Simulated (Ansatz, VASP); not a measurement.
## Au: VASP beside Ansatz

```
Au
1.0
     2.88991    0.00000    0.00000
    -1.44495    2.50273    0.00000
     0.00000    0.00000    4.86645
Au
2
Direct
  0.33333 0.66667 0.75000
  0.66667 0.33333 0.25000
```

Alike in both runs: functional r2SCAN; k mesh 18 × 18 × 10; occupations gaussian, width 0.1 eV; no spin polarisation.

Ansatz relaxed the structure, and its values are those at the end. VASP's run is a single point on that final structure, the one shown.

|  | VASP | Ansatz |
| --- | --- | --- |
| version | VASP 6.6.1 | Ansatz 0.2.0 |
| potentials or method | VASP PAW PBE potentials, release 64 (Au), cutoff 520 eV | scalar-relativistic, plane waves, PAW |
| valence electrons in the cell | 22 | 38 |

Ansatz gave:

* gap on the k mesh at the Fermi level (eV): none
* pressure (GPa): 0.0

What did VASP give for the same quantities?

gap on the k mesh at the Fermi level (eV): none; pressure (GPa): 0.2.

VASP's potentials were made for PBE, not for r2SCAN. A gap of «none» marks a metal or a gap that the smearing closes. VASP's potentials hold 22 valence electrons a cell and Ansatz's 38, so a difference there can come from the potentials and not from the codes.

Spin-orbit coupling is off throughout.
